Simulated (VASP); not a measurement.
# CuO (C2/c) in VASP: notebook, part 2 of 2

VASP 6.6.1. The steps go on from the part before.

## 3. Single point, r2SCAN

This run uses another cell than the first one, of 9.53 Å³/atom.

Input file POSCAR:

```
CuO
1.0
    2.2940437287     -1.6763657078      0.0000000000
    2.2940437287      1.6763657078      0.0000000000
   -0.8326750593      0.0000000000      4.9546185987
Cu O
2 2
Direct
    0.5000000000      0.0000000000      0.5000000000
    0.0000000000      0.5000000000      0.0000000000
    0.4184000000      0.5816000000      0.7500000000
    0.5816000000      0.4184000000      0.2500000000
```

Input file INCAR.step1:

```
  PREC = Accurate
  ENCUT = 520
  ISMEAR = -1
  SIGMA = 0.05
  LREAL = False
  LASPH = True
  NELM = 60
  NBANDS = 25
  GGA = PE
  ALGO = Normal
  EDIFF = 1E-4
  LWAVE = True
  LCHARG = False
```

Input file INCAR.step2:

```
  PREC = Accurate
  ENCUT = 520
  EDIFF = 1E-6
  ISMEAR = -1
  SIGMA = 0.05
  LREAL = False
  LASPH = True
  NELM = 60
  ALGO = Normal
  ISIF = 2
  LWAVE = False
  LCHARG = True
  METAGGA = R2SCAN
  LMIXTAU = True
  LELF = True
  LVHAR = True
  NBANDS = 25
  ISTART = 1
```

Input file KPOINTS:

```
Automatic mesh
0
Gamma
  10 10 5
```

Potentials or basis: VASP PAW PBE potentials, release 64 (Cu, O).

Run with:

```bash
cat potpaw_PBE.64/Cu/POTCAR potpaw_PBE.64/O/POTCAR > POTCAR
cp INCAR.step1 INCAR
mpirun -np 1 vasp_std > vasp.out
cp INCAR.step2 INCAR
mpirun -np 1 vasp_std > vasp.out
```

OUTCAR:

```text
PREC = Accurate
   ENCUT = 520
   EDIFF = 1E-6
   ISMEAR = -1
   LREAL = False
   LASPH = True
   NELM = 60
   ISIF = 2
   METAGGA = R2SCAN
   ISTART = 1

 ion  position               nearest neighbor table
   1  0.500  0.000  0.500-   3 1.91   4 1.91   4 1.92   3 1.92
   2  0.000  0.500  0.000-   4 1.91   3 1.91   4 1.92   3 1.92
   3  0.418  0.582  0.750-   2 1.91   1 1.91   2 1.92   1 1.92
   4  0.582  0.418  0.250-   1 1.91   2 1.91   2 1.92   1 1.92

  LATTYP: Found a base centered monoclinic cell.
 ALAT       =     4.5880874574
 B/A-ratio  =     0.7307470589
 C/A-ratio  =     1.0950317057
 COS(beta)  =    -0.1657361228

  Lattice vectors:

 A1 = (   2.2940437287,  -1.6763657078,   0.0000000000)
 A2 = (   2.2940437287,   1.6763657078,   0.0000000000)
 A3 = (  -0.8326750593,   0.0000000000,   4.9546185987)

Analysis of symmetry for initial positions (statically):
=====================================================================
 Subroutine PRICEL returns:
 Original cell was already a primitive cell.

[... 172 lines left out ...]

  energy without entropy =      -36.26912117  energy(sigma->0) =      -36.27797347

 E-fermi :   6.4248     XC(G=0): -13.0103

 val. band max:        6.4239380048   @ k =   0.5000   0.5000   0.4000
 cond. band min:       6.4335147098   @ k =  -0.1000   0.0000   0.4000
 fundamental gap:      0.0095767050
 Fermi energy:         6.4248382907

 k-point     1 :       0.0000    0.0000    0.0000
  band No.  band energies     occupation
      1     -15.2951      2.00000
      2     -13.8367      2.00000
      3      -2.6359      2.00000
      4       0.1361      2.00000
      5       0.5458      2.00000
      6       2.6242      2.00000
[... 661 lines left out ...]
     24      21.0451      0.00000
     25      21.9691      0.00000

 [... further k-points ...]

------------------------ aborting loop because EDIFF is reached ----------------------------------------

  FORCE on cell =-STRESS in cart. coord.  units (eV):
  Direction    XX          YY          ZZ          XY          YZ          ZX
  --------------------------------------------------------------------------------------
  -------------------------------------------------------------------------------------
  Total        3.1099530      2.6833333      3.4049374      0.0000000      0.0000000     -0.5761075
  in kB      130.7536201    112.8169922    143.1558265      0.0000000      0.0000000    -24.2216354
  external PRESSURE =     128.9088129 kB  Pullay stress =       0.0000000 kB

 VOLUME and BASIS-vectors are now :
 -----------------------------------------------------------------------------
  energy-cutoff  :      520.00
  volume of cell :       38.11
      direct lattice vectors                 reciprocal lattice vectors
     2.294043729 -1.676365708  0.000000000     0.217955741 -0.298264274  0.036629723
     2.294043729  1.676365708  0.000000000     0.217955741  0.298264274  0.036629723
    -0.832675059  0.000000000  4.954618599     0.000000000  0.000000000  0.201831883

 POSITION                                       TOTAL-FORCE (eV/Angst)
 -----------------------------------------------------------------------------------
      0.73068     -0.83818      2.47731         0.000000      0.000000      0.000000
      1.14702      0.83818      0.00000         0.000000      0.000000      0.000000
      1.66954      0.27358      3.71596         0.000000     -0.018428      0.000000
      2.08587     -0.27358      1.23865        -0.000000      0.018428     -0.000000
 -----------------------------------------------------------------------------------
    total drift:                                0.000000      0.000000     -0.000000

  FREE ENERGIE OF THE ION-ELECTRON SYSTEM (eV)
  ---------------------------------------------------
  free  energy   TOTEN  =       -36.2868257730 eV

  energy  without entropy=      -36.2691211703  energy(sigma->0) =      -36.27797347
```

OSZICAR.step1:

```text
N       E                     dE             d eps       ncg     rms          rms(c)
DAV:   1     0.293103851808E+03    0.29310E+03   -0.16508E+04  7562   0.221E+03
DAV:   2     0.100468267593E+02   -0.28306E+03   -0.26103E+03  7170   0.402E+02
DAV:   3    -0.242919875258E+02   -0.34339E+02   -0.32431E+02  8598   0.155E+02
DAV:   4    -0.253916272490E+02   -0.10996E+01   -0.10932E+01  8736   0.298E+01
DAV:   5    -0.254115538189E+02   -0.19927E-01   -0.19917E-01  9186   0.357E+00    0.174E+01
DAV:   6    -0.222786014944E+02    0.31330E+01   -0.32730E+01 10011   0.150E+02    0.122E+01
DAV:   7    -0.192833232583E+02    0.29953E+01   -0.90015E+00  8555   0.113E+02    0.260E+00
DAV:   8    -0.193697478080E+02   -0.86425E-01   -0.13593E+00  7669   0.808E+00    0.164E+00
DAV:   9    -0.193378471971E+02    0.31901E-01   -0.53696E-02 12372   0.679E+00    0.515E-01
DAV:  10    -0.193337949127E+02    0.40523E-02   -0.13313E-02 10758   0.200E+00    0.316E-01
DAV:  11    -0.193331676874E+02    0.62723E-03   -0.55816E-03 10681   0.708E-01    0.451E-02
DAV:  12    -0.193332086143E+02   -0.40927E-04   -0.19993E-04  5647   0.159E-01
   1 F= -.19333209E+02 E0= -.19323992E+02  d E =-.184340E-01
```

It took 5.3 min on 1 thread of Intel Xeon Platinum 8259CL at 2.50GHz (Skylake/Cascade Lake), shared host; peak memory 0.25 GiB.

Results:

```yaml
Free_energy: -36.2868 eV
Pressure: 12.9 GPa
Largest_force: 0.018 eV/Å
Band_gap_on_the_k_mesh: zero (bands 17 and 18 overlap by 0.59 eV)
```

Forces in eV/Å, atoms in the order of the input:
```
Cu   0.000  0.000  0.000
Cu   0.000  0.000  0.000
O    0.000 -0.018  0.000
O    0.000  0.018  0.000
```

Stress tensor (GPa, compression positive):
```
13.08  0.00 -2.42
 0.00 11.28  0.00
-2.42  0.00 14.32
```

Levels at points of the mesh, in eV from the Fermi level:
| k point | band 14 | band 15 | band 16 | band 17 | band 18 | band 19 | band 20 | band 21 |
| --- | --- | --- | --- | --- | --- | --- | --- | --- |
| (0.00, 0.00, 0.00) | -2.63 | -2.56 | -2.02 | 0.19 | 1.03 | 2.29 | 6.62 | 9.12 |
| (0.50, 0.00, 0.00) | -1.95 | -1.84 | -1.70 | 0.03 | 0.25 | 5.28 | 7.12 | 7.78 |
| (0.50, 0.50, 0.00) | -2.50 | -1.77 | -1.50 | -0.82 | 1.17 | 3.56 | 7.86 | 9.12 |

Caveat: the cell stands under pressure; the PAW data sets were made with another functional, which shifts forces and pressure a little; semilocal functionals often make such compounds metallic where correlation or magnetic order opens a gap, which also shifts bond lengths.
